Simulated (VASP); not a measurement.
# La (I4_1/amd) in VASP: single point with PBE

Aim: the single point of La with PBE.

All numbers are computed with VASP 6.6.1; they aren't measurements. Logs are shortened: lines on timing, memory, paths and dates and some standing lists are left out, and cuts for length are marked.

### 1 The cell of the first run

It takes space group I4_1/amd (No. 141, tetragonal). Conventional cell: a = 4.898 Å, b = 4.898 Å, c = 2.689 Å, α = 90.00°, β = 90.00°, γ = 90.00°. Within 3.4 Å of La (site symmetry -4m2) lie 10 La at 2.54 to 3.17 Å.

### 2 Single point, PBE

The input, INCAR:

```
  ALGO = Normal
  EDIFF = 1E-6
  ENCUT = 520
  GGA = PE
  ISIF = 2
  ISMEAR = -1
  LASPH = T
  LCHARG = T
  LELF = T
  LREAL = F
  LVHAR = T
  LWAVE = F
  NBANDS = 18
  NELM = 60
  PREC = Accurate
  SIGMA = 0.05
```

The input, KPOINTS:

```
k-points
0
Gamma
  16 16 16
```

The input, POSCAR:

```
La
1.0
   -2.4489773588      2.4489773588      1.3443827184
    2.4489773588     -2.4489773588      1.3443827184
    2.4489773588      2.4489773588     -1.3443827184
La
2
Direct
   -0.3750000000     -0.1250000000     -0.2500000000
    0.3750000000      0.1250000000      0.2500000000
```

Potentials or basis: VASP PAW PBE potentials, release 64 (La).

The run is started by

```
> cat potpaw_PBE.64/La/POTCAR > POTCAR
> mpirun -np 1 vasp_std > vasp.out
```

OUTCAR:

```text
EDIFF = 1E-6
   ENCUT = 520
   GGA = PE
   ISIF = 2
   ISMEAR = -1
   LASPH = T
   LREAL = F
   NELM = 60
   PREC = Accurate

 ion  position               nearest neighbor table
   1  0.625  0.875  0.750-   2 2.54   2 2.54   2 2.54   2 2.54   2 3.17   2 3.17   2 3.17   2 3.17

   2  0.375  0.125  0.250-   1 2.54   1 2.54   1 2.54   1 2.54   1 3.17   1 3.17   1 3.17   1 3.17

  LATTYP: Found a body centered tetragonal cell.
 ALAT       =     4.8979547176
 C/A-ratio  =     0.5489567772

  Lattice vectors:

 A1 = (  -2.4489773588,   2.4489773588,   1.3443827184)
 A2 = (   2.4489773588,  -2.4489773588,   1.3443827184)
 A3 = (   2.4489773588,   2.4489773588,  -1.3443827184)

Analysis of symmetry for initial positions (statically):
=====================================================================
 Subroutine PRICEL returns:
 Original cell was already a primitive cell.

 Routine SETGRP: Setting up the symmetry group for a
 body centered tetragonal supercell.

 Subroutine GETGRP returns: Found 16 space group operations
 (whereof  4 operations were pure point group operations)
 out of a pool of 16 trial point group operations.

The static configuration has the point symmetry C_2h.
 The point group associated with its full space group is D_4h.

Analysis of symmetry for dynamics (positions and initial velocities):
=====================================================================
 Subroutine PRICEL returns:
 Original cell was already a primitive cell.

 Routine SETGRP: Setting up the symmetry group for a
 body centered tetragonal supercell.

 Subroutine GETGRP returns: Found 16 space group operations
 (whereof  4 operations were pure point group operations)
 out of a pool of 16 trial point group operations.

The dynamic configuration has the point symmetry C_2h.
 The point group associated with its full space group is D_4h.

 Subroutine INISYM returns: Found 16 space group operations
 (whereof  4 operations are pure point group operations),
 and found     1 'primitive' translations

----------------------------------------------------------------------------------------

                                     Primitive cell

  volume of cell :      32.2517

  direct lattice vectors                    reciprocal lattice vectors
    -2.448977359  2.448977359  1.344382718     0.000000000  0.204166853  0.371917902
     2.448977359 -2.448977359  1.344382718     0.204166853  0.000000000  0.371917902
     2.448977359  2.448977359 -1.344382718     0.204166853  0.204166853  0.000000000

  length of vectors
     3.715150751  3.715150751  3.715150751     0.424272353  0.424272353  0.288735532

  position of ions in fractional coordinates (direct lattice)
     0.625000000  0.875000000  0.750000000
     0.375000000  0.125000000  0.250000000

  ion indices of the primitive-cell ions
   primitive index   ion index
                 1           1
                 2           2

----------------------------------------------------------------------------------------

 KPOINTS: k-points

Automatic generation of k-mesh.
 Grid dimensions read from file:
 generate k-points for:   16   16   16

 Generating k-lattice:

  Cartesian coordinates                     Fractional coordinates (reciprocal lattice)
     0.000000000  0.012760428  0.023244869     0.062500000 -0.000000000  0.000000000
     0.012760428  0.000000000  0.023244869    -0.000000000  0.062500000  0.000000000
     0.012760428  0.012760428  0.000000000     0.000000000  0.000000000  0.062500000

  Length of vectors
     0.026517022  0.026517022  0.018045971

  Shift w.r.t. Gamma in fractional coordinates (k-lattice)
     0.000000000  0.000000000  0.000000000

 Subroutine IBZKPT returns following result:
 ===========================================

 Found    349 irreducible k-points:

 Following reciprocal coordinates:
            Coordinates               Weight
  0.000000  0.000000  0.000000      1.000000
  0.062500  0.000000  0.000000      8.000000
  0.125000  0.000000  0.000000      8.000000
  0.187500  0.000000  0.000000      8.000000
  0.250000  0.000000  0.000000      8.000000
  0.312500  0.000000 -0.000000      8.000000
[... 16 lines left out ...]
 -0.125000  0.062500  0.000000     16.000000
 -0.062500  0.062500  0.000000      4.000000
 [... further k-points ...]
   k-points           NKPTS =    349   k-points in BZ     NKDIM =    349   number of bands    NBANDS=     18
   number of dos      NEDOS =    301   number of ions     NIONS =      2
   total plane-waves  NPLWV =  21952
   dimension x,y,z NGX =    28 NGY =   28 NGZ =   28
   dimension x,y,z NGXF=    56 NGYF=   56 NGZF=   56
   ions per type =               2
   NGX,Y,Z   is equivalent  to a cutoff of  12.53, 12.53, 12.53 a.u.
   NGXF,Y,Z  is equivalent  to a cutoff of  25.06, 25.06, 25.06 a.u.
 SYSTEM =  unknown system
   PREC   = accura    normal or accurate (medium, high low for compatibility)
   ISTART =      0    job   : 0-new  1-cont  2-samecut
   ICHARG =      2    charge: 1-file 2-atom 10-const
   ISPIN  =      1    spin polarized calculation?
   LNONCOLLINEAR =      F non collinear calculations
   LSORBIT =      F    spin-orbit coupling
   LASPH  =      T    aspherical Exc in radial PAW
   ENCUT  =  520.0 eV  38.22 Ry    6.18 a.u.   6.91  6.91  6.91*2*pi/ulx,y,z
   NELM   =     60;   NELMIN=  2; NELMDL= -5     # of ELM steps
   EDIFF  = 0.1E-05   stopping-criterion for ELM
   LREAL  =      F    real-space projection
   EDIFFG = 0.1E-04   stopping-criterion for IOM
   NSW    =      0    number of steps for IOM
   IBRION =     -1    ionic relax: 0-MD 1-quasi-New 2-CG
   NFREE  =      0    steps in history (QN), initial steepest desc. (CG)
   ISIF   =      2    stress and relaxation
   ISYM   =      2    0-nonsym 1-usesym 2-fastsym
   POTIM  = 0.5000    time-step for ionic-motion
   TEBEG  =    0.0;   TEEND  =   0.0 temperature during run
   PSTRESS=    0.0 pullay stress
   NELECT =      22.0000    total number of electrons
   NUPDOWN=      -1.0000    fix difference up-down
   EMIN   =  10.00;   EMAX   =-10.00  energy-range for DOS
   EFERMI =   0.00;   METHOD = LEGACY
   ISMEAR =    -1;   SIGMA  =   0.05  broadening in eV -4-tet -1-fermi 0-gaus
   EFERMI_NEDOS =   21; number of points for ismear=-14 and -15
   IALGO  =     38    algorithm
   IMIX   =      4    mixing-type and parameters
     AMIX     =   0.40;   BMIX     =  1.00
     AMIX_MAG =   1.60;   BMIX_MAG =  1.00
  volume/ion in A,a.u.               =      16.13       108.82
  Fermi-wavevector in a.u.,A,eV,Ry     =   1.441114  2.723310 28.256697  2.076809
  Thomas-Fermi vector in A             =   2.559782
   LORBIT       =      0    0 simple, 1 ext, 2 COOP (PROOUT), +10 PAW based schemes
   GGA     = PE    functional components
   LHFCALC =     F    Hartree Fock is set to
   AEXX    =    0.0000 exact exchange contribution
   IVDW    =     0    specifies the selected vdW correction
   LEPSILON=     F    determine dielectric tensor
   LRPA    =     F    only Hartree local field effects (RPA)
 non-spin polarized calculation
  energy-cutoff  :      520.00
  volume of cell :       32.25
 maximum number of plane-waves:       882
   NGX = 13   NGY = 13   NGZ = 13

 number of electron      22.0000000 magnetization

 Free energy of the ion-electron system (eV)
  ---------------------------------------------------
  ext. energy  EPLUGINS =         0.00000000
  ---------------------------------------------------
  free energy    TOTEN  =        -2.09481126 eV

  energy without entropy =       -2.08139862  energy(sigma->0) =       -2.08810494

 E-fermi :  19.2253     XC(G=0): -13.4697

 val. band max:       19.2243021940   @ k =  -0.2500   0.3750   0.1250
 cond. band min:      19.2280859383   @ k =   0.5000   0.3750   0.0625
 fundamental gap:      0.0037837443
 Fermi energy:        19.2253076190

 k-point     1 :       0.0000    0.0000    0.0000
  band No.  band energies     occupation
      1     -16.0242      2.00000
      2     -10.7868      2.00000
      3      -0.7186      2.00000
      4      -0.7186      2.00000
      5       6.8411      2.00000
      6       7.0125      2.00000
[... 10 lines left out ...]
     17      20.4231      0.00000
     18      23.6467      0.00000

 k-point     2 :       0.0625    0.0000    0.0000
  band No.  band energies     occupation
      1     -15.9494      2.00000
      2     -10.7881      2.00000
      3      -0.7006      2.00000
      4      -0.5938      2.00000
      5       6.3397      2.00000
      6       6.5832      2.00000
[... 10 lines left out ...]
     17      21.3127      0.00000
     18      23.6053      0.00000

 k-point     3 :       0.1250    0.0000    0.0000
  band No.  band energies     occupation
      1     -15.7282      2.00000
      2     -10.7909      2.00000
      3      -0.6466      2.00000
      4      -0.2378      2.00000
      5       5.2081      2.00000
      6       5.5404      2.00000
[... 10 lines left out ...]
     17      22.0672      0.00000
     18      23.4863      0.00000

 k-point     4 :       0.1875    0.0000    0.0000
  band No.  band energies     occupation
      1     -15.3710      2.00000
      2     -10.7940      2.00000
      3      -0.5578      2.00000
      4       0.2839      2.00000
      5       3.7471      2.00000
      6       4.3128      2.00000
[... 375 lines left out ...]
      4       0.1135      2.00000
      5       4.8555      2.00000
      6       5.5570      2.00000
[... 10 lines left out ...]
     17      22.0769      0.00000
     18      23.3650      0.00000

 k-point    23 :      -0.1250    0.0625    0.0000
  band No.  band energies     occupation
      1     -15.8786      2.00000
      2     -10.9407      2.00000
      3      -0.6952      2.00000
      4      -0.3775      2.00000
      5       5.9634      2.00000
      6       6.5635      2.00000
[... 10 lines left out ...]
     17      21.3820      0.00000
     18      23.5616      0.00000

 k-point    24 :      -0.0625    0.0625    0.0000
  band No.  band energies     occupation
      1     -15.9886      2.00000
      2     -10.8658      2.00000
      3      -0.6753      2.00000
      4      -0.6490      2.00000
      5       6.5416      2.00000
      6       7.0096      2.00000
[... 10 lines left out ...]
     17      20.5868      0.00000
     18      23.5970      0.00000

 [... further k-points ...]

------------------------ aborting loop because EDIFF is reached ----------------------------------------

  FORCE on cell =-STRESS in cart. coord.  units (eV):
  Direction    XX          YY          ZZ          XY          YZ          ZX
  --------------------------------------------------------------------------------------
  -------------------------------------------------------------------------------------
  Total       26.2134653     26.2134653     26.3642973      0.0000000     -0.0000000      0.0000000
  in kB     1302.2146177   1302.2146177   1309.7075468      0.0000000     -0.0000000      0.0000000
  external PRESSURE =    1304.7122607 kB  Pullay stress =       0.0000000 kB

 VOLUME and BASIS-vectors are now :
 -----------------------------------------------------------------------------
  energy-cutoff  :      520.00
  volume of cell :       32.25
      direct lattice vectors                 reciprocal lattice vectors
    -2.448977359  2.448977359  1.344382718     0.000000000  0.204166853  0.371917902
     2.448977359 -2.448977359  1.344382718     0.204166853  0.000000000  0.371917902
     2.448977359  2.448977359 -1.344382718     0.204166853  0.204166853  0.000000000

 POSITION                                       TOTAL-FORCE (eV/Angst)
 -----------------------------------------------------------------------------------
      2.44898      1.22449      1.00829        -0.000000     -0.000000      0.000000
      0.00000      1.22449      0.33610         0.000000      0.000000     -0.000000
 -----------------------------------------------------------------------------------
    total drift:                               -0.000000      0.000000     -0.000000

  FREE ENERGIE OF THE ION-ELECTRON SYSTEM (eV)
  ---------------------------------------------------
  free  energy   TOTEN  =        -2.0948112565 eV

  energy  without entropy=       -2.0813986200  energy(sigma->0) =       -2.08810494
```

Wall time 1.9 min (1 thread of AMD EPYC 9R45 (Zen 5), shared host); peak memory 0.3 GiB.

What came out:

```yaml
Free_energy: -2.0948 eV
Pressure: 130.5 GPa
Band_gap_on_the_k_mesh: zero (bands 11 and 12 overlap by 3.80 eV)
```

Caveat: the cell stands under pressure; spin-orbit coupling is left out, which moves the levels of the heavy elements.
